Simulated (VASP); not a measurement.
# CsCdCl3 (P4/mmm) in VASP: further runs

CsCdCl3 is run at these levels: LDA; tasks: single point.

Program: VASP 6.6.1. These are calculated values, not measurements. Logs are shortened: lines on timing, memory, paths and dates and some standing lists are left out, and cuts for length are marked.

**1. The cell of the first run**

It takes space group P4/mmm (No. 123, tetragonal). The conventional cell has a = 5.278 Å, b = 5.278 Å, c = 5.044 Å, α = 90.00°, β = 90.00°, γ = 90.00°. Cs (site symmetry 4/mmm) has 12 Cl at 3.65 to 3.73 Å and 8 Cd at 4.50 Å within 4.8 Å. Cd (site symmetry 4/mmm) has 6 Cl at 2.52 to 2.64 Å within 3.3 Å. Within 3.5 Å of Cl (site symmetry mmm) lie 2 Cd at 2.64 Å. Cl (site symmetry 4/mmm) has 2 Cd at 2.52 Å within 3.3 Å.

**2. Single point, LDA (strain +0.015 along x and y, -0.030 along z)**

The input, INCAR:

```
PREC = Accurate
ENCUT = 520
EDIFF = 1E-6
ISMEAR = 0
SIGMA = 0.05
LREAL = False
LASPH = True
NELM = 100
ALGO = Normal
ISIF = 2
LWAVE = False
LCHARG = False
GGA = CA
NBANDS = 29
```

The input, KPOINTS:

```
Automatic mesh
0
Gamma
  6 6 6
```

The input, POSCAR:

```
CsCdCl3
1.0
    5.2780000000      0.0000000000      0.0000000000
    0.0000000000      5.2780000000      0.0000000000
    0.0000000000      0.0000000000      5.0440000000
Cs Cd Cl
1 1 3
Direct
    0.0000000000      0.0000000000      0.0000000000
    0.5000000000      0.5000000000      0.5000000000
    0.0000000000      0.5000000000      0.5000000000
    0.5000000000      0.0000000000      0.5000000000
    0.5000000000      0.5000000000      0.0000000000
```

Potentials or basis: VASP PAW LDA potentials, release 64 (Cs_sv, Cd, Cl).

Command:

```bash
> cat potpaw_LDA.64/Cs_sv/POTCAR potpaw_LDA.64/Cd/POTCAR potpaw_LDA.64/Cl/POTCAR > POTCAR
> mpirun -np 1 vasp_std > vasp.out
```

OUTCAR:

```text
PREC = Accurate
   ENCUT = 520
   EDIFF = 1E-6
   ISMEAR = 0
   LREAL = False
   LASPH = True
   NELM = 100
   ISIF = 2
   GGA = CA

 ion  position               nearest neighbor table
   1  0.000  0.000  0.000-
   2  0.500  0.500  0.500-   5 2.52   5 2.52   3 2.64   4 2.64   4 2.64   3 2.64
   3  0.000  0.500  0.500-   2 2.64   2 2.64
   4  0.500  0.000  0.500-   2 2.64   2 2.64
   5  0.500  0.500  0.000-   2 2.52   2 2.52

  LATTYP: Found a simple tetragonal cell.
 ALAT       =     5.2780000000
 C/A-ratio  =     0.9556650246

  Lattice vectors:

 A1 = (   5.2780000000,   0.0000000000,   0.0000000000)
 A2 = (   0.0000000000,   5.2780000000,   0.0000000000)
 A3 = (   0.0000000000,   0.0000000000,   5.0440000000)

Analysis of symmetry for initial positions (statically):
=====================================================================
 Subroutine PRICEL returns:
 Original cell was already a primitive cell.

 Routine SETGRP: Setting up the symmetry group for a
 simple tetragonal supercell.

 Subroutine GETGRP returns: Found 16 space group operations
 (whereof 16 operations were pure point group operations)
 out of a pool of 16 trial point group operations.

The static configuration has the point symmetry D_4h.

Analysis of symmetry for dynamics (positions and initial velocities):
=====================================================================
 Subroutine PRICEL returns:
 Original cell was already a primitive cell.

 Routine SETGRP: Setting up the symmetry group for a
 simple tetragonal supercell.

 Subroutine GETGRP returns: Found 16 space group operations
 (whereof 16 operations were pure point group operations)
 out of a pool of 16 trial point group operations.

The dynamic configuration has the point symmetry D_4h.

 Subroutine INISYM returns: Found 16 space group operations
 (whereof 16 operations are pure point group operations),
 and found     1 'primitive' translations

----------------------------------------------------------------------------------------

                                     Primitive cell

  volume of cell :     140.5121

  direct lattice vectors                    reciprocal lattice vectors
     5.278000000  0.000000000  0.000000000     0.189465707  0.000000000  0.000000000
     0.000000000  5.278000000  0.000000000     0.000000000  0.189465707  0.000000000
     0.000000000  0.000000000  5.044000000     0.000000000  0.000000000  0.198255353
[... 86 lines left out ...]
   LSORBIT =      F    spin-orbit coupling
   LASPH  =      T    aspherical Exc in radial PAW
   ENCUT  =  520.0 eV  38.22 Ry    6.18 a.u.   9.81  9.81  9.38*2*pi/ulx,y,z
   NELM   =    100;   NELMIN=  2; NELMDL= -5     # of ELM steps
   EDIFF  = 0.1E-05   stopping-criterion for ELM
   LREAL  =      F    real-space projection
   EDIFFG = 0.1E-04   stopping-criterion for IOM
   NSW    =      0    number of steps for IOM
   IBRION =     -1    ionic relax: 0-MD 1-quasi-New 2-CG
   NFREE  =      0    steps in history (QN), initial steepest desc. (CG)
   ISIF   =      2    stress and relaxation
   ISYM   =      2    0-nonsym 1-usesym 2-fastsym
   POTIM  = 0.5000    time-step for ionic-motion
   TEBEG  =    0.0;   TEEND  =   0.0 temperature during run
   PSTRESS=    0.0 pullay stress
   NELECT =      42.0000    total number of electrons
   NUPDOWN=      -1.0000    fix difference up-down
   EMIN   =  10.00;   EMAX   =-10.00  energy-range for DOS
   EFERMI =   0.00;   METHOD = LEGACY
   ISMEAR =     0;   SIGMA  =   0.05  broadening in eV -4-tet -1-fermi 0-gaus
   EFERMI_NEDOS =   21; number of points for ismear=-14 and -15
   IALGO  =     38    algorithm
   IMIX   =      4    mixing-type and parameters
     AMIX     =   0.40;   BMIX     =  1.00
     AMIX_MAG =   1.60;   BMIX_MAG =  1.00
  volume/ion in A,a.u.               =      28.10       189.64
  Fermi-wavevector in a.u.,A,eV,Ry     =   1.094595  2.068484 16.301649  1.198137
  Thomas-Fermi vector in A             =   2.230902
   LORBIT       =      0    0 simple, 1 ext, 2 COOP (PROOUT), +10 PAW based schemes
   GGA     = CA    functional components
   LHFCALC =     F    Hartree Fock is set to
   AEXX    =    0.0000 exact exchange contribution
   IVDW    =     0    specifies the selected vdW correction
   LEPSILON=     F    determine dielectric tensor
   LRPA    =     F    only Hartree local field effects (RPA)
 non-spin polarized calculation
 Gauss-broadening in eV      SIGMA  =   0.05
  energy-cutoff  :      520.00
  volume of cell :      140.51
 maximum number of plane-waves:      3800
 NGX is ok and might be reduce to    40
   NGX = 19   NGY = 19   NGZ = 19

 number of electron      41.9999998 magnetization

 Free energy of the ion-electron system (eV)
  ---------------------------------------------------
  ext. energy  EPLUGINS =         0.00000000
  ---------------------------------------------------
  free energy    TOTEN  =       -16.78206223 eV

  energy without entropy =      -16.78206223  energy(sigma->0) =      -16.78206223

 E-fermi :   0.2611     XC(G=0):  -9.1421

 val. band max:       -0.0017241846   @ k =   0.5000   0.5000   0.5000
 cond. band min:       1.4616291830   @ k =   0.0000   0.0000   0.0000
 fundamental gap:      1.4633533676
 Fermi energy:         0.2610897846

 k-point     1 :       0.0000    0.0000    0.0000
  band No.  band energies     occupation
      1     -19.0265      2.00000
      2     -13.7204      2.00000
      3     -13.1325      2.00000
      4     -12.9965      2.00000
      5      -6.6804      2.00000
      6      -6.6804      2.00000
[... 757 lines left out ...]
     28       8.4131      0.00000
     29       8.4929      0.00000

 [... further k-points ...]
[... 5 lines left out ...]
  --------------------------------------------------------------------------------------
  -------------------------------------------------------------------------------------
  Total       -1.9448143     -1.9448143     -0.1508240      0.0000000      0.0000000      0.0000000
  in kB      -22.1755735    -22.1755735     -1.7197577      0.0000000      0.0000000      0.0000000
  external PRESSURE =     -15.3569683 kB  Pullay stress =       0.0000000 kB

 VOLUME and BASIS-vectors are now :
 -----------------------------------------------------------------------------
  energy-cutoff  :      520.00
  volume of cell :      140.51
      direct lattice vectors                 reciprocal lattice vectors
     5.278000000  0.000000000  0.000000000     0.189465707  0.000000000  0.000000000
     0.000000000  5.278000000  0.000000000     0.000000000  0.189465707  0.000000000
     0.000000000  0.000000000  5.044000000     0.000000000  0.000000000  0.198255353

 POSITION                                       TOTAL-FORCE (eV/Angst)
 -----------------------------------------------------------------------------------
      0.00000      0.00000      0.00000         0.000000      0.000000      0.000000
      2.63900      2.63900      2.52200         0.000000      0.000000      0.000000
      0.00000      2.63900      2.52200         0.000000      0.000000      0.000000
      2.63900      0.00000      2.52200         0.000000      0.000000      0.000000
      2.63900      2.63900      0.00000         0.000000      0.000000      0.000000
 -----------------------------------------------------------------------------------
    total drift:                                0.000000      0.000000     -0.000000

  FREE ENERGIE OF THE ION-ELECTRON SYSTEM (eV)
  ---------------------------------------------------
  free  energy   TOTEN  =       -16.7820622330 eV

  energy  without entropy=      -16.7820622330  energy(sigma->0) =      -16.78206223
```

OSZICAR:

```text
N       E                     dE             d eps       ncg     rms          rms(c)
DAV:   1     0.295537277423E+03    0.29554E+03   -0.19738E+04  2320   0.130E+03
DAV:   2     0.495568577281E+01   -0.29058E+03   -0.28072E+03  2906   0.274E+02
DAV:   3    -0.175275661569E+02   -0.22483E+02   -0.22408E+02  2772   0.796E+01
DAV:   4    -0.178083508510E+02   -0.28078E+00   -0.28059E+00  2966   0.981E+00
DAV:   5    -0.178119421332E+02   -0.35913E-02   -0.35910E-02  2866   0.111E+00    0.864E+00
DAV:   6    -0.169149051159E+02    0.89704E+00   -0.16619E+00  3036   0.139E+01    0.720E+00
DAV:   7    -0.167946766518E+02    0.12023E+00   -0.54945E-01  2729   0.568E+00    0.374E+00
DAV:   8    -0.167852049488E+02    0.94717E-02   -0.17358E-01  2882   0.345E+00    0.872E-01
DAV:   9    -0.167821511979E+02    0.30538E-02   -0.21939E-02  2808   0.156E+00    0.221E-01
DAV:  10    -0.167820649223E+02    0.86276E-04   -0.20085E-03  2905   0.289E-01    0.472E-02
DAV:  11    -0.167820624438E+02    0.24785E-05   -0.13640E-04  2763   0.972E-02    0.258E-02
DAV:  12    -0.167820623321E+02    0.11168E-06   -0.15407E-05  2955   0.238E-02    0.411E-03
DAV:  13    -0.167820622330E+02    0.99093E-07   -0.82372E-07  1839   0.744E-03
   1 F= -.16782062E+02 E0= -.16782062E+02  d E =-.130974E-15
```

Run time: 68 s. Hardware: 1 thread of AMD EPYC 9R45 (Zen 5), shared host; peak memory 0.26 GiB.

What came out:

```
Free energy            : -16.7821 eV
Pressure               : -1.5 GPa
Band gap on the k mesh : 1.46 eV (least direct gap 2.13 eV)
```

Levels at points of the mesh, in eV from the valence-band top:
| k point | band 18 | band 19 | band 20 | band 21 | band 22 | band 23 | band 24 | band 25 |
| --- | --- | --- | --- | --- | --- | --- | --- | --- |
| (0.00, 0.00, 0.00) | -0.94 | -0.67 | -0.66 | -0.66 | 1.46 | 5.49 | 5.72 | 5.88 |
| (0.50, 0.00, 0.00) | -0.95 | -0.95 | -0.94 | -0.94 | 4.04 | 6.77 | 7.02 | 7.69 |
| (0.50, 0.50, 0.00) | -1.14 | -1.14 | -0.42 | -0.18 | 5.75 | 6.93 | 6.93 | 7.50 |
| (0.00, 0.00, 0.50) | -1.11 | -1.11 | -0.93 | -0.93 | 4.54 | 6.94 | 7.37 | 7.59 |
| (0.50, 0.00, 0.50) | -1.08 | -1.08 | -0.38 | -0.06 | 6.13 | 6.76 | 7.24 | 7.58 |
| (0.50, 0.50, 0.50) | -0.35 | -0.35 | -0.17 | 0.00 | 5.48 | 5.48 | 5.73 | 7.17 |

Caveat: the cell differs from its parent crystal (strain +0.015 along x and y, -0.030 along z); spin-orbit coupling is left out, which moves the levels of the heavy elements. A k mesh can miss the band edges.

**3. Single point, LDA (strain +0.000 along x and y, +0.015 along z)**

The input, INCAR:

```
  ALGO = Normal
  EDIFF = 1E-6
  ENCUT = 520
  GGA = CA
  ISIF = 2
  ISMEAR = 0
  LASPH = True
  LCHARG = False
  LREAL = False
  LWAVE = False
  NBANDS = 29
  NELM = 80
  PREC = Accurate
  SIGMA = 0.05
```

The input, KPOINTS:

```
k-points
0
Gamma
  6 6 6
```

Edit POSCAR of step 2 so:

```diff
@@ -2,5 +2,5 @@
 1.0
-    5.2780000000      0.0000000000      0.0000000000
-    0.0000000000      5.2780000000      0.0000000000
-    0.0000000000      0.0000000000      5.0440000000
+    5.2000000000      0.0000000000      0.0000000000
+    0.0000000000      5.2000000000      0.0000000000
+    0.0000000000      0.0000000000      5.2780000000
 Cs Cd Cl
```

Potentials or basis: VASP PAW LDA potentials, release 64 (Cs_sv, Cd, Cl).

Command:

```bash
> cat potpaw_LDA.64/Cs_sv/POTCAR potpaw_LDA.64/Cd/POTCAR potpaw_LDA.64/Cl/POTCAR > POTCAR
> mpirun -np 1 vasp_std > vasp.out
```

Wall time 61 s (1 thread of AMD EPYC 9R45 (Zen 5), shared host); peak memory 0.27 GiB.

Results (log left out):

```
Free energy            : -16.7801 eV
Pressure               : -2.2 GPa
Band gap on the k mesh : 1.49 eV (least direct gap 2.06 eV)
```

Stress tensor (GPa, compression positive):
```
-1.97  0.00  0.00
 0.00 -1.97  0.00
 0.00  0.00 -2.54
```

Levels at points of the mesh, in eV from the valence-band top:
| k point | band 17 | band 18 | band 19 | band 20 | band 21 | band 22 | band 23 | band 24 | band 25 | band 26 |
| --- | --- | --- | --- | --- | --- | --- | --- | --- | --- | --- |
| (0.00, 0.00, 0.00) | -0.88 | -0.88 | -0.57 | -0.57 | -0.57 | 1.49 | 5.55 | 5.88 | 5.94 | 7.16 |
| (0.50, 0.00, 0.00) | -1.10 | -0.91 | -0.91 | -0.83 | -0.83 | 4.24 | 6.90 | 7.25 | 7.73 | 8.00 |
| (0.50, 0.50, 0.00) | -1.11 | -0.99 | -0.99 | -0.27 | -0.01 | 6.02 | 7.03 | 7.03 | 7.65 | 8.11 |
| (0.00, 0.00, 0.50) | -1.11 | -0.86 | -0.86 | -0.83 | -0.83 | 4.08 | 6.85 | 7.14 | 7.76 | 7.94 |
| (0.50, 0.00, 0.50) | -1.07 | -1.07 | -1.07 | -0.29 | -0.05 | 5.91 | 6.93 | 7.08 | 7.62 | 8.03 |
| (0.50, 0.50, 0.50) | -0.27 | -0.27 | -0.26 | -0.06 | 0.00 | 5.59 | 5.67 | 5.67 | 7.26 | 7.71 |

Caveat: the cell differs from its parent crystal (strain +0.000 along x and y, +0.015 along z); spin-orbit coupling is left out, which moves the levels of the heavy elements. A k mesh can miss the band edges.

**4. Single point, LDA (strain +0.015 along x and y, -0.015 along z)**

The input, INCAR:

```
  ALGO = Normal
  EDIFF = 1E-6
  ENCUT = 520
  ISIF = 2
  ISMEAR = 0
  LASPH = True
  LCHARG = True
  LELF = True
  LREAL = False
  LVHAR = True
  LWAVE = False
  NBANDS = 29
  NELM = 60
  PREC = Accurate
  SIGMA = 0.05
```

KPOINTS is that of step 3.

Edit POSCAR of step 3 so:

```diff
@@ -2,5 +2,5 @@
 1.0
-    5.2000000000      0.0000000000      0.0000000000
-    0.0000000000      5.2000000000      0.0000000000
-    0.0000000000      0.0000000000      5.2780000000
+    5.2780000000      0.0000000000      0.0000000000
+    0.0000000000      5.2780000000      0.0000000000
+    0.0000000000      0.0000000000      5.1220000000
 Cs Cd Cl
```

Command:

```bash
> cat potpaw_LDA.64/Cs_sv/POTCAR potpaw_LDA.64/Cd/POTCAR potpaw_LDA.64/Cl/POTCAR > POTCAR
> mpirun -np 1 vasp_std > vasp.out
```

It took 64 s on 1 thread of AMD EPYC 9R45 (Zen 5), shared host; peak memory 0.27 GiB.

It converged, with:

| Property | Result |
| --- | --- |
| Free energy | -16.7724 eV |
| Pressure | -2.1 GPa |
| Band gap on the k mesh | 1.46 eV (least direct gap 2.06 eV) |

Stress tensor (GPa, compression positive):
```
-2.53  0.00  0.00
 0.00 -2.53  0.00
 0.00  0.00 -1.30
```

Levels at points of the mesh, in eV from the valence-band top:
```csv
k point,band 19,band 20,band 21,band 22,band 23,band 24
"(0.00, 0.00, 0.00)",-0.60,-0.59,-0.59,1.46,5.52,5.83
"(0.50, 0.00, 0.00)",-0.88,-0.86,-0.85,4.06,6.82,7.11
"(0.50, 0.50, 0.00)",-1.07,-0.33,-0.12,5.77,6.96,6.96
"(0.00, 0.00, 0.50)",-0.99,-0.85,-0.85,4.38,6.93,7.34
"(0.50, 0.00, 0.50)",-1.02,-0.30,-0.04,6.01,6.85,7.16
"(0.50, 0.50, 0.50)",-0.28,-0.11,0.00,5.56,5.56,5.73
```

Caveat: the cell differs from its parent crystal (strain +0.015 along x and y, -0.015 along z); spin-orbit coupling is left out, which moves the levels of the heavy elements. A k mesh can miss the band edges.

**5. The runs side by side**

| cell | gap on the mesh (eV) | pressure (GPa) |
| --- | --- | --- |
| a = 5.278, b = 5.278, c = 5.044 Å, 5 atoms | 1.46 | -1.5 |
| a = 5.200, b = 5.200, c = 5.278 Å, 5 atoms | 1.49 | -2.2 |
| a = 5.278, b = 5.278, c = 5.122 Å, 5 atoms | 1.46 | -2.1 |

Alike in all rows: task single point; level LDA; potentials or basis VASP PAW LDA potentials, release 64 (Cs_sv, Cd, Cl); no spin polarisation; k mesh 6 × 6 × 6; cutoff (eV) 520; smearing gaussian 0.05 eV.

Caveats: spin-orbit coupling is left out, which moves the levels of the heavy elements.

Absolute energies hang on the potentials; compare differences alone.
